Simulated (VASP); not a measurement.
# BN (Amm2) in VASP: a series of runs, part 2 of 2

VASP 6.6.1.

## 3. Single point, LDA

Input file INCAR:

```
PREC = Accurate ; ENCUT = 520
EDIFF = 1E-6 ; ISMEAR = 0
SIGMA = 0.05 ; LREAL = False
LASPH = True ; NELM = 60
ALGO = Normal ; ISIF = 2
LWAVE = False ; LCHARG = True
LELF = True ; LVHAR = True
NBANDS = 16
```

Input file KPOINTS:

```
regular mesh
0
Gamma
  12 12 4
```

Input file POSCAR:

```
BN
1.0
    2.5039917043      0.0000000000      0.0000000000
   -1.2519958522      2.1685204268      0.0000000000
    0.0000000000      0.0000000000      6.6612000000
B N
2 2
Direct
    0.3333333333      0.6666666667      0.2500000000
    0.6666666667      0.3333333333      0.7500000000
    0.2468688492      0.6234344246      0.7500000000
    0.5802021825      0.2901010913      0.2500000000
```

Potentials or basis: VASP PAW LDA potentials, release 64 (B, N).

The run is started by

```console
$ cat potpaw_LDA.64/B/POTCAR potpaw_LDA.64/N/POTCAR > POTCAR
$ mpirun -np 1 vasp_std > vasp.out
```

OUTCAR:

```text
PREC = Accurate
   ENCUT = 520
   EDIFF = 1E-6
   ISMEAR = 0
   LREAL = False
   LASPH = True
   NELM = 60
   ISIF = 2

 ion  position               nearest neighbor table
   1  0.333  0.667  0.250-   4 1.36   4 1.36   4 1.63
   2  0.667  0.333  0.750-   3 1.26   3 1.55   3 1.55
   3  0.247  0.623  0.750-   2 1.26   2 1.55   2 1.55
   4  0.580  0.290  0.250-   1 1.36   1 1.36   1 1.63

  LATTYP: Found a hexagonal cell.
 ALAT       =     2.5039917043
 C/A-ratio  =     2.6602324555

  Lattice vectors:

 A1 = (   2.5039917043,   0.0000000000,   0.0000000000)
 A2 = (  -1.2519958522,   2.1685204268,   0.0000000000)
 A3 = (   0.0000000000,   0.0000000000,   6.6612000000)

Analysis of symmetry for initial positions (statically):
=====================================================================
 Subroutine PRICEL returns:
 Original cell was already a primitive cell.

 Routine SETGRP: Setting up the symmetry group for a
 hexagonal supercell.

 Subroutine GETGRP returns: Found  4 space group operations
 (whereof  2 operations were pure point group operations)
 out of a pool of 24 trial point group operations.

The static configuration has the point symmetry C_1h.
 The point group associated with its full space group is C_2v.

Analysis of symmetry for dynamics (positions and initial velocities):
=====================================================================
 Subroutine PRICEL returns:
 Original cell was already a primitive cell.

 Routine SETGRP: Setting up the symmetry group for a
 hexagonal supercell.

 Subroutine GETGRP returns: Found  4 space group operations
 (whereof  2 operations were pure point group operations)
 out of a pool of 24 trial point group operations.

The dynamic configuration has the point symmetry C_1h.
 The point group associated with its full space group is C_2v.

 Subroutine INISYM returns: Found  4 space group operations
 (whereof  2 operations are pure point group operations),
 and found     1 'primitive' translations

----------------------------------------------------------------------------------------

                                     Primitive cell

  volume of cell :      36.1700

  direct lattice vectors                    reciprocal lattice vectors
     2.503991704  0.000000000  0.000000000     0.399362345  0.230571958  0.000000000
    -1.251995852  2.168520427  0.000000000     0.000000000  0.461143915  0.000000000
     0.000000000  0.000000000  6.661200000     0.000000000  0.000000000  0.150123101

  length of vectors
     2.503991704  2.503991704  6.661200000     0.461143915  0.461143915  0.150123101

  position of ions in fractional coordinates (direct lattice)
     0.333333333  0.666666667  0.250000000
     0.666666667  0.333333333  0.750000000
     0.246868849  0.623434425  0.750000000
     0.580202183  0.290101091  0.250000000

  ion indices of the primitive-cell ions
   primitive index   ion index
                 1           1
                 2           2
                 3           3
                 4           4

----------------------------------------------------------------------------------------

 KPOINTS: regular mesh

Automatic generation of k-mesh.
 Grid dimensions read from file:
 generate k-points for:   12   12    4

 Generating k-lattice:

  Cartesian coordinates                     Fractional coordinates (reciprocal lattice)
     0.033280195  0.019214330  0.000000000     0.083333333 -0.000000000  0.000000000
     0.000000000  0.038428660  0.000000000     0.000000000  0.083333333  0.000000000
     0.000000000  0.000000000  0.037530775     0.000000000  0.000000000  0.250000000

  Length of vectors
     0.038428660  0.038428660  0.037530775

  Shift w.r.t. Gamma in fractional coordinates (k-lattice)
     0.000000000  0.000000000  0.000000000

 Subroutine IBZKPT returns following result:
 ===========================================

 Found    129 irreducible k-points:

 Following reciprocal coordinates:
            Coordinates               Weight
  0.000000  0.000000  0.000000      1.000000
  0.083333  0.000000  0.000000      2.000000
  0.000000  0.083333  0.000000      4.000000
  0.166667  0.000000  0.000000      2.000000
  0.000000  0.166667  0.000000      4.000000
  0.250000  0.000000  0.000000      2.000000
[... 16 lines left out ...]
 -0.083333  0.416667  0.000000      4.000000
 -0.416667  0.333333  0.000000      4.000000
 [... further k-points ...]
   k-points           NKPTS =    129   k-points in BZ     NKDIM =    129   number of bands    NBANDS=     16
   number of dos      NEDOS =    301   number of ions     NIONS =      4
   total plane-waves  NPLWV =  20000
   dimension x,y,z NGX =    20 NGY =   20 NGZ =   50
   dimension x,y,z NGXF=    40 NGYF=   40 NGZF=  100
   ions per type =               2   2
   NGX,Y,Z   is equivalent  to a cutoff of  13.28, 13.28, 12.48 a.u.
   NGXF,Y,Z  is equivalent  to a cutoff of  26.56, 26.56, 24.96 a.u.
 SYSTEM =  unknown system
   PREC   = accura    normal or accurate (medium, high low for compatibility)
   ISTART =      0    job   : 0-new  1-cont  2-samecut
   ICHARG =      2    charge: 1-file 2-atom 10-const
   ISPIN  =      1    spin polarized calculation?
   LNONCOLLINEAR =      F non collinear calculations
   LSORBIT =      F    spin-orbit coupling
   LASPH  =      T    aspherical Exc in radial PAW
   ENCUT  =  520.0 eV  38.22 Ry    6.18 a.u.   4.66  4.66 12.39*2*pi/ulx,y,z
   NELM   =     60;   NELMIN=  2; NELMDL= -5     # of ELM steps
   EDIFF  = 0.1E-05   stopping-criterion for ELM
   LREAL  =      F    real-space projection
   EDIFFG = 0.1E-04   stopping-criterion for IOM
   NSW    =      0    number of steps for IOM
   IBRION =     -1    ionic relax: 0-MD 1-quasi-New 2-CG
   NFREE  =      0    steps in history (QN), initial steepest desc. (CG)
   ISIF   =      2    stress and relaxation
   ISYM   =      2    0-nonsym 1-usesym 2-fastsym
   POTIM  = 0.5000    time-step for ionic-motion
   TEBEG  =    0.0;   TEEND  =   0.0 temperature during run
   PSTRESS=    0.0 pullay stress
   NELECT =      16.0000    total number of electrons
   NUPDOWN=      -1.0000    fix difference up-down
   EMIN   =  10.00;   EMAX   =-10.00  energy-range for DOS
   EFERMI =   0.00;   METHOD = LEGACY
   ISMEAR =     0;   SIGMA  =   0.05  broadening in eV -4-tet -1-fermi 0-gaus
   EFERMI_NEDOS =   21; number of points for ismear=-14 and -15
   IALGO  =     38    algorithm
   IMIX   =      4    mixing-type and parameters
     AMIX     =   0.40;   BMIX     =  1.00
     AMIX_MAG =   1.60;   BMIX_MAG =  1.00
  volume/ion in A,a.u.               =       9.04        61.02
  Fermi-wavevector in a.u.,A,eV,Ry     =   1.247379  2.357205 21.170055  1.555955
  Thomas-Fermi vector in A             =   2.381514
   LORBIT       =      0    0 simple, 1 ext, 2 COOP (PROOUT), +10 PAW based schemes
   GGA     = CA    functional components
   LHFCALC =     F    Hartree Fock is set to
   AEXX    =    0.0000 exact exchange contribution
   IVDW    =     0    specifies the selected vdW correction
   LEPSILON=     F    determine dielectric tensor
   LRPA    =     F    only Hartree local field effects (RPA)
 non-spin polarized calculation
 Gauss-broadening in eV      SIGMA  =   0.05
  energy-cutoff  :      520.00
  volume of cell :       36.17
 maximum number of plane-waves:       992
   NGX =  9   NGY =  9   NGZ = 25

 number of electron      16.0000002 magnetization

 Free energy of the ion-electron system (eV)
  ---------------------------------------------------
  ext. energy  EPLUGINS =         0.00000000
  ---------------------------------------------------
  free energy    TOTEN  =       -37.11315361 eV

  energy without entropy =      -37.11315361  energy(sigma->0) =      -37.11315361

 E-fermi :   3.1947     XC(G=0): -10.4823

 val. band max:        2.8857275569   @ k =   0.0000   0.0000   0.5000
 cond. band min:       5.6565986636   @ k =   0.5000   0.0000   0.5000
 fundamental gap:      2.7708711067
 Fermi energy:         3.1947284192

 k-point     1 :       0.0000    0.0000    0.0000
  band No.  band energies     occupation
      1     -15.5088      2.00000
      2     -15.2038      2.00000
      3      -4.2844      2.00000
      4      -2.1366      2.00000
      5      -1.3936      2.00000
      6      -1.1993      2.00000
[... 8 lines left out ...]
     15      16.2448      0.00000
     16      16.7370      0.00000
[... 419 lines left out ...]
 k-point    24 :      -0.4167    0.3333    0.0000
  band No.  band energies     occupation
      1     -13.1135      2.00000
      2     -12.9191      2.00000
      3      -5.8989      2.00000
      4      -5.3672      2.00000
      5      -2.1615      2.00000
      6      -1.2835      2.00000
[... 8 lines left out ...]
     15      17.0088      0.00000
     16      20.5375      0.00000

 [... further k-points ...]
[... 5 lines left out ...]
  --------------------------------------------------------------------------------------
  -------------------------------------------------------------------------------------
  Total        3.9967502      2.4374046     -0.1997356      1.3504329      0.0000000      0.0000000
  in kB      177.0389051    107.9665780     -8.8474318     59.8183899      0.0000000      0.0000000
  external PRESSURE =      92.0526838 kB  Pullay stress =       0.0000000 kB

 VOLUME and BASIS-vectors are now :
 -----------------------------------------------------------------------------
  energy-cutoff  :      520.00
  volume of cell :       36.17
      direct lattice vectors                 reciprocal lattice vectors
     2.503991704  0.000000000  0.000000000     0.399362345  0.230571958  0.000000000
    -1.251995852  2.168520427  0.000000000     0.000000000  0.461143915  0.000000000
     0.000000000  0.000000000  6.661200000     0.000000000  0.000000000  0.150123101

 POSITION                                       TOTAL-FORCE (eV/Angst)
 -----------------------------------------------------------------------------------
     -0.00000      1.44568      1.66530        -4.712423     -2.720719      0.000000
      1.25200      0.72284      4.99590        -9.023136     -5.209510      0.000000
     -0.16238      1.35193      4.99590         9.028171      5.212417      0.000000
      1.08962      0.62909      1.66530         4.707388      2.717812      0.000000
 -----------------------------------------------------------------------------------
    total drift:                               -0.000082     -0.000046      0.000000

  FREE ENERGIE OF THE ION-ELECTRON SYSTEM (eV)
  ---------------------------------------------------
  free  energy   TOTEN  =       -37.1131536074 eV

  energy  without entropy=      -37.1131536074  energy(sigma->0) =      -37.11315361
```

Run time: 47 s. Hardware: 1 thread of Intel Xeon 6975P-C, shared host; peak memory 0.18 GiB.

What came out:

* Free energy: -37.1132 eV
* Pressure: 9.2 GPa
* Largest force: 10.425 eV/Å
* Band gap on the k mesh: 2.77 eV, indirect (least direct gap 4.05 eV)

Forces in eV/Å, atoms in the order of the input:
```
B   -4.712 -2.721  0.000
B   -9.023 -5.210  0.000
N    9.028  5.212  0.000
N    4.707  2.718  0.000
```

Caveat: the cell differs from its parent crystal (all N atoms moved +0.188 Å, as atom 3 towards its neighbour atom 2 (B) at 1.446 Å); forces of over 1 eV/Å act on the atoms, so gaps and moduli don't describe the material at rest. A k mesh can miss the band edges.
